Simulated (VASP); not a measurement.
# Ru (P6_3/mmc) in VASP: notebook

Ru is run at these levels: LDA; tasks: single point.

All numbers are computed with VASP 6.6.1; they aren't measurements. Logs are shortened: lines on timing, memory, paths and dates and some standing lists are left out, and cuts for length are marked.

## Step 1: The cell of the first run

The structure is hexagonal, space group P6_3/mmc (No. 194). Conventional cell: a = 2.787 Å, b = 2.787 Å, c = 4.282 Å, α = 90.00°, β = 90.00°, γ = 120.00°. Ru (site symmetry -6m2) has 12 Ru at 2.68 to 2.79 Å within 3.5 Å.

## Step 2: Single point, LDA (strain +0.030 along x and y, +0.000 along z)

Contents of INCAR:

```
PREC = Accurate
ENCUT = 520
EDIFF = 1E-6
ISMEAR = 0
SIGMA = 0.15
LREAL = F
LASPH = T
NELM = 60
ALGO = Fast
ISIF = 2
LWAVE = F
LCHARG = T
LELF = T
LVHAR = T
NBANDS = 21
```

Contents of KPOINTS:

```
Automatic mesh
0
Gamma
  21 21 12
```

Contents of POSCAR:

```
Ru
1.0
    2.7869733142      0.0000000000      0.0000000000
   -1.3934866571      2.4135896898      0.0000000000
    0.0000000000      0.0000000000      4.2819000000
Ru
2
Direct
    0.3333333333      0.6666666667      0.2500000000
    0.6666666667      0.3333333333      0.7500000000
```

Potentials or basis: VASP PAW LDA potentials, release 64 (Ru_pv).

Command:

```console
$ cat potpaw_LDA.64/Ru_pv/POTCAR > POTCAR
$ mpirun -np 1 vasp_std > vasp.out
```

OUTCAR:

```text
PREC = Accurate
   ENCUT = 520
   EDIFF = 1E-6
   ISMEAR = 0
   LREAL = F
   LASPH = T
   NELM = 60
   ISIF = 2

 ion  position               nearest neighbor table
   1  0.333  0.667  0.250-   2 2.68   2 2.68   2 2.68   2 2.68   2 2.68   2 2.68
   2  0.667  0.333  0.750-   1 2.68   1 2.68   1 2.68   1 2.68   1 2.68   1 2.68

  LATTYP: Found a hexagonal cell.
 ALAT       =     2.7869733142
 C/A-ratio  =     1.5363979189

  Lattice vectors:

 A1 = (   2.7869733142,   0.0000000000,   0.0000000000)
 A2 = (  -1.3934866571,   2.4135896898,   0.0000000000)
 A3 = (   0.0000000000,   0.0000000000,   4.2819000000)

Analysis of symmetry for initial positions (statically):
=====================================================================
 Subroutine PRICEL returns:
 Original cell was already a primitive cell.

 Routine SETGRP: Setting up the symmetry group for a
 hexagonal supercell.

 Subroutine GETGRP returns: Found 24 space group operations
 (whereof 12 operations were pure point group operations)
 out of a pool of 24 trial point group operations.

The static configuration has the point symmetry D_3d.
 The point group associated with its full space group is D_6h.

Analysis of symmetry for dynamics (positions and initial velocities):
=====================================================================
 Subroutine PRICEL returns:
 Original cell was already a primitive cell.

 Routine SETGRP: Setting up the symmetry group for a
 hexagonal supercell.

 Subroutine GETGRP returns: Found 24 space group operations
 (whereof 12 operations were pure point group operations)
 out of a pool of 24 trial point group operations.

The dynamic configuration has the point symmetry D_3d.
 The point group associated with its full space group is D_6h.

 Subroutine INISYM returns: Found 24 space group operations
 (whereof 12 operations are pure point group operations),
 and found     1 'primitive' translations

----------------------------------------------------------------------------------------

                                     Primitive cell

  volume of cell :      28.8027

  direct lattice vectors                    reciprocal lattice vectors
     2.786973314  0.000000000  0.000000000     0.358812191  0.207160315  0.000000000
    -1.393486657  2.413589690  0.000000000     0.000000000  0.414320630  0.000000000
     0.000000000  0.000000000  4.281900000     0.000000000  0.000000000  0.233541185

  length of vectors
[... 81 lines left out ...]
   NELM   =     60;   NELMIN=  2; NELMDL= -5     # of ELM steps
   EDIFF  = 0.1E-05   stopping-criterion for ELM
   LREAL  =      F    real-space projection
   EDIFFG = 0.1E-04   stopping-criterion for IOM
   NSW    =      0    number of steps for IOM
   IBRION =     -1    ionic relax: 0-MD 1-quasi-New 2-CG
   NFREE  =      0    steps in history (QN), initial steepest desc. (CG)
   ISIF   =      2    stress and relaxation
   ISYM   =      2    0-nonsym 1-usesym 2-fastsym
   POTIM  = 0.5000    time-step for ionic-motion
   TEBEG  =    0.0;   TEEND  =   0.0 temperature during run
   PSTRESS=    0.0 pullay stress
   NELECT =      28.0000    total number of electrons
   NUPDOWN=      -1.0000    fix difference up-down
   EMIN   =  10.00;   EMAX   =-10.00  energy-range for DOS
   EFERMI =   0.00;   METHOD = LEGACY
   ISMEAR =     0;   SIGMA  =   0.15  broadening in eV -4-tet -1-fermi 0-gaus
   EFERMI_NEDOS =   21; number of points for ismear=-14 and -15
   IALGO  =     68    algorithm
   IMIX   =      4    mixing-type and parameters
     AMIX     =   0.40;   BMIX     =  1.00
     AMIX_MAG =   1.60;   BMIX_MAG =  1.00
  volume/ion in A,a.u.               =      14.40        97.19
  Fermi-wavevector in a.u.,A,eV,Ry     =   1.621748  3.064658 35.784208  2.630065
  Thomas-Fermi vector in A             =   2.715473
   LORBIT       =      0    0 simple, 1 ext, 2 COOP (PROOUT), +10 PAW based schemes
   GGA     = CA    functional components
   LHFCALC =     F    Hartree Fock is set to
   AEXX    =    0.0000 exact exchange contribution
   IVDW    =     0    specifies the selected vdW correction
   LEPSILON=     F    determine dielectric tensor
   LRPA    =     F    only Hartree local field effects (RPA)
 non-spin polarized calculation
 RMM-DIIS sequential band-by-band and
 Gauss-broadening in eV      SIGMA  =   0.15
  energy-cutoff  :      520.00
  volume of cell :       28.80
 maximum number of plane-waves:       790
 NGX is ok and might be reduce to    24
   NGX = 11   NGY = 11   NGZ = 15

 number of electron      28.0000001 magnetization

 Free energy of the ion-electron system (eV)
  ---------------------------------------------------
  ext. energy  EPLUGINS =         0.00000000
  ---------------------------------------------------
  free energy    TOTEN  =       -21.15334617 eV

  energy without entropy =      -21.13262275  energy(sigma->0) =      -21.14298446

 E-fermi :  11.6461     XC(G=0): -14.0208

 val. band max:       11.6417874669   @ k =   0.2857   0.0000   0.0000
 cond. band min:      11.6473772223   @ k =   0.2857   0.0476   0.0000
 fundamental gap:      0.0055897554
 Fermi energy:        11.6460683493

 k-point     1 :       0.0000    0.0000    0.0000
  band No.  band energies     occupation
      1     -31.6529      2.00000
      2     -30.8651      2.00000
      3     -30.8651      2.00000
      4     -30.6973      2.00000
      5     -30.6973      2.00000
      6     -30.6352      2.00000
[... 565 lines left out ...]
     20      21.6746      0.00000
     21      21.6879      0.00000

 [... further k-points ...]

------------------------ aborting loop because EDIFF is reached ----------------------------------------

  FORCE on cell =-STRESS in cart. coord.  units (eV):
  Direction    XX          YY          ZZ          XY          YZ          ZX
  --------------------------------------------------------------------------------------
  -------------------------------------------------------------------------------------
  Total       -5.2652248     -5.2652248     -3.8633649      0.0000000      0.0000000      0.0000000
  in kB     -292.8833818   -292.8833818   -214.9035252      0.0000000      0.0000000      0.0000000
  external PRESSURE =    -266.8900963 kB  Pullay stress =       0.0000000 kB

 VOLUME and BASIS-vectors are now :
 -----------------------------------------------------------------------------
  energy-cutoff  :      520.00
  volume of cell :       28.80
      direct lattice vectors                 reciprocal lattice vectors
     2.786973314  0.000000000  0.000000000     0.358812191  0.207160315  0.000000000
    -1.393486657  2.413589690  0.000000000     0.000000000  0.414320630  0.000000000
     0.000000000  0.000000000  4.281900000     0.000000000  0.000000000  0.233541185

 POSITION                                       TOTAL-FORCE (eV/Angst)
 -----------------------------------------------------------------------------------
     -0.00000      1.60906      1.07048         0.000000      0.000000      0.000000
      1.39349      0.80453      3.21143        -0.000000      0.000000      0.000000
 -----------------------------------------------------------------------------------
    total drift:                               -0.000000      0.000000     -0.000000

  FREE ENERGIE OF THE ION-ELECTRON SYSTEM (eV)
  ---------------------------------------------------
  free  energy   TOTEN  =       -21.1533461711 eV

  energy  without entropy=      -21.1326227480  energy(sigma->0) =      -21.14298446
```

stdout:

```text
POSCAR found type information on POSCAR Ru
 POSCAR found :  1 types and       2 ions
 scaLAPACK will be used
 LDA part: xc-table for (Slater(with rela. corr.)+CA(PZ))
 , standard interpolation
 POSCAR, INCAR and KPOINTS ok, starting setup
 FFT: planning ... GRIDC
 FFT: planning ... GRID_SOFT
 FFT: planning ... GRID
 WAVECAR not read
 entering main loop
WARNING in EDDRMM: call to ZHEGV failed, returncode =   8  4     20
```

Wall time 5 min (1 thread of Intel Xeon 8259CL, shared host); peak memory 0.26 GiB.

Results:

```yaml
Free_energy: -21.1533 eV
Pressure: -26.7 GPa
Band_gap_on_the_k_mesh: zero (bands 14 and 15 overlap by 2.87 eV)
```

Levels at points of the mesh, in eV from the Fermi level:
| k point | band 12 | band 13 | band 14 | band 15 | band 16 | band 17 |
| --- | --- | --- | --- | --- | --- | --- |
| (0.00, 0.00, 0.00) | -1.74 | -1.74 | -1.50 | -1.50 | 1.08 | 1.08 |
| (0.00, 0.00, 0.50) | -2.66 | -2.40 | -2.40 | 0.51 | 0.51 | 0.51 |

Caveat: the cell differs from its parent crystal (strain +0.030 along x and y, +0.000 along z); the cell stands under tension.

## Step 3: Single point, LDA (strain +0.030 along x and y, +0.030 along z)

Contents of INCAR:

```
  ALGO = Fast
  EDIFF = 1E-6
  ENCUT = 520
  GGA = CA
  ISIF = 2
  ISMEAR = 0
  LASPH = True
  LCHARG = True
  LELF = True
  LREAL = False
  LVHAR = True
  LWAVE = False
  NBANDS = 21
  NELM = 60
  PREC = Accurate
  SIGMA = 0.15
```

Contents of KPOINTS:

```
k-points
0
Gamma
  21 21 12
```

POSCAR, as its differences from that of step 2:

```diff
@@ -4,3 +4,3 @@
    -1.3934866571      2.4135896898      0.0000000000
-    0.0000000000      0.0000000000      4.2819000000
+    0.0000000000      0.0000000000      4.4103570000
 Ru
```

Potentials or basis: VASP PAW LDA potentials, release 64 (Ru_pv).

Command:

```console
$ cat potpaw_LDA.64/Ru_pv/POTCAR > POTCAR
$ mpirun -np 1 vasp_std > vasp.out
```

OUTCAR:

```text
EDIFF = 1E-6
   ENCUT = 520
   GGA = CA
   ISIF = 2
   ISMEAR = 0
   LASPH = True
   LREAL = False
   NELM = 60
   PREC = Accurate

 ion  position               nearest neighbor table
   1  0.333  0.667  0.250-   2 2.73   2 2.73   2 2.73   2 2.73   2 2.73   2 2.73
   2  0.667  0.333  0.750-   1 2.73   1 2.73   1 2.73   1 2.73   1 2.73   1 2.73

  LATTYP: Found a hexagonal cell.
 ALAT       =     2.7869733142
 C/A-ratio  =     1.5824898565

  Lattice vectors:

 A1 = (   2.7869733142,   0.0000000000,   0.0000000000)
 A2 = (  -1.3934866571,   2.4135896898,   0.0000000000)
 A3 = (   0.0000000000,   0.0000000000,   4.4103570000)

Analysis of symmetry for initial positions (statically):
=====================================================================
 Subroutine PRICEL returns:
 Original cell was already a primitive cell.

 Routine SETGRP: Setting up the symmetry group for a
 hexagonal supercell.

 Subroutine GETGRP returns: Found 24 space group operations
 (whereof 12 operations were pure point group operations)
 out of a pool of 24 trial point group operations.

The static configuration has the point symmetry D_3d.
 The point group associated with its full space group is D_6h.

Analysis of symmetry for dynamics (positions and initial velocities):
=====================================================================
 Subroutine PRICEL returns:
 Original cell was already a primitive cell.

 Routine SETGRP: Setting up the symmetry group for a
 hexagonal supercell.

 Subroutine GETGRP returns: Found 24 space group operations
 (whereof 12 operations were pure point group operations)
 out of a pool of 24 trial point group operations.

The dynamic configuration has the point symmetry D_3d.
 The point group associated with its full space group is D_6h.

 Subroutine INISYM returns: Found 24 space group operations
 (whereof 12 operations are pure point group operations),
 and found     1 'primitive' translations

[... 110 lines left out ...]
   EFERMI_NEDOS =   21; number of points for ismear=-14 and -15
   IALGO  =     68    algorithm
   IMIX   =      4    mixing-type and parameters
     AMIX     =   0.40;   BMIX     =  1.00
     AMIX_MAG =   1.60;   BMIX_MAG =  1.00
  volume/ion in A,a.u.               =      14.83       100.10
  Fermi-wavevector in a.u.,A,eV,Ry     =   1.605847  3.034611 35.085952  2.578745
  Thomas-Fermi vector in A             =   2.702128
   LORBIT       =      0    0 simple, 1 ext, 2 COOP (PROOUT), +10 PAW based schemes
   GGA     = CA    functional components
   LHFCALC =     F    Hartree Fock is set to
   AEXX    =    0.0000 exact exchange contribution
   IVDW    =     0    specifies the selected vdW correction
   LEPSILON=     F    determine dielectric tensor
   LRPA    =     F    only Hartree local field effects (RPA)
 non-spin polarized calculation
 RMM-DIIS sequential band-by-band and
 Gauss-broadening in eV      SIGMA  =   0.15
  energy-cutoff  :      520.00
  volume of cell :       29.67
 maximum number of plane-waves:       811
 NGX is ok and might be reduce to    24
   NGX = 11   NGY = 11   NGZ = 17

 number of electron      27.9999999 magnetization

 Free energy of the ion-electron system (eV)
  ---------------------------------------------------
  ext. energy  EPLUGINS =         0.00000000
  ---------------------------------------------------
  free energy    TOTEN  =       -20.99907740 eV

  energy without entropy =      -20.97710843  energy(sigma->0) =      -20.98809292

 E-fermi :  11.1311     XC(G=0): -13.8458

 val. band max:       11.1310747655   @ k =   0.1905   0.0952   0.0000
 cond. band min:      11.1338174488   @ k =   0.1429   0.1429   0.0000
 fundamental gap:      0.0027426833
 Fermi energy:        11.1310968562

 k-point     1 :       0.0000    0.0000    0.0000
  band No.  band energies     occupation
      1     -32.0267      2.00000
      2     -31.3185      2.00000
      3     -31.3185      2.00000
      4     -31.1875      2.00000
      5     -31.1875      2.00000
      6     -31.1608      2.00000
[... 565 lines left out ...]
     20      21.1995      0.00000
     21      21.2027      0.00000

 [... further k-points ...]

------------------------ aborting loop because EDIFF is reached ----------------------------------------

  FORCE on cell =-STRESS in cart. coord.  units (eV):
  Direction    XX          YY          ZZ          XY          YZ          ZX
  --------------------------------------------------------------------------------------
  -------------------------------------------------------------------------------------
  Total       -6.0007081     -6.0007081     -6.5531112      0.0000000      0.0000000      0.0000000
  in kB     -324.0731774   -324.0731774   -353.9061597      0.0000000      0.0000000      0.0000000
  external PRESSURE =    -334.0175048 kB  Pullay stress =       0.0000000 kB

 VOLUME and BASIS-vectors are now :
 -----------------------------------------------------------------------------
  energy-cutoff  :      520.00
  volume of cell :       29.67
      direct lattice vectors                 reciprocal lattice vectors
     2.786973314  0.000000000  0.000000000     0.358812191  0.207160315  0.000000000
    -1.393486657  2.413589690  0.000000000     0.000000000  0.414320630  0.000000000
     0.000000000  0.000000000  4.410357000     0.000000000  0.000000000  0.226739015

 POSITION                                       TOTAL-FORCE (eV/Angst)
 -----------------------------------------------------------------------------------
     -0.00000      1.60906      1.10259        -0.000000      0.000000      0.000000
      1.39349      0.80453      3.30777         0.000000     -0.000000      0.000000
 -----------------------------------------------------------------------------------
    total drift:                               -0.000000      0.000000     -0.000000

  FREE ENERGIE OF THE ION-ELECTRON SYSTEM (eV)
  ---------------------------------------------------
  free  energy   TOTEN  =       -20.9990774048 eV

  energy  without entropy=      -20.9771084318  energy(sigma->0) =      -20.98809292
```

OSZICAR:

```text
N       E                     dE             d eps       ncg     rms          rms(c)
DAV:   1     0.283290633329E+03    0.28329E+03   -0.17593E+04 14136   0.146E+03
DAV:   2    -0.167448253938E+02   -0.30004E+03   -0.29106E+03 14587   0.439E+02
DAV:   3    -0.225454390839E+02   -0.58006E+01   -0.57596E+01 16542   0.682E+01
DAV:   4    -0.225912072213E+02   -0.45768E-01   -0.45721E-01 18142   0.570E+00
DAV:   5    -0.225917767317E+02   -0.56951E-03   -0.56613E-03 16121   0.555E-01    0.151E+01
RMM:   6    -0.210709835194E+02    0.15208E+01   -0.36523E+00 14341   0.153E+01    0.300E+00
RMM:   7    -0.210090266539E+02    0.61957E-01   -0.30198E-01 15186   0.364E+00    0.778E-01
RMM:   8    -0.210004385348E+02    0.85881E-02   -0.20917E-02 15900   0.142E+00    0.382E-01
RMM:   9    -0.209990242672E+02    0.14143E-02   -0.26848E-03 16175   0.476E-01    0.329E-02
RMM:  10    -0.209990692578E+02   -0.44991E-04   -0.36984E-04 16729   0.182E-01    0.132E-02
RMM:  11    -0.209990765145E+02   -0.72568E-05   -0.55301E-05 17573   0.551E-02    0.465E-03
RMM:  12    -0.209990773143E+02   -0.79976E-06   -0.10286E-05 16341   0.245E-02    0.325E-03
RMM:  13    -0.209990774048E+02   -0.90470E-07   -0.14212E-06 11474   0.115E-02
   1 F= -.20999077E+02 E0= -.20988093E+02  d E =-.219690E-01
```

Wall time 4.8 min (1 thread of Intel Xeon 8259CL, shared host); peak memory 0.27 GiB.

What came out:

```
Free energy            : -20.9991 eV
Pressure               : -33.4 GPa
Band gap on the k mesh : zero (bands 14 and 15 overlap by 2.77 eV)
```

Levels at points of the mesh, in eV from the Fermi level:
```tsv
k point	band 10	band 11	band 12	band 13	band 14	band 15	band 16	band 17	band 18	band 19
(0.00, 0.00, 0.00)	-2.29	-2.14	-1.70	-1.70	-1.23	-1.23	1.04	1.04	1.22	9.22
(0.00, 0.00, 0.50)	-2.45	-2.44	-2.44	-2.44	-2.44	0.46	0.46	0.46	0.46	10.07
```

Caveat: the cell differs from its parent crystal (strain +0.030 along x and y, +0.030 along z); the cell stands under tension.
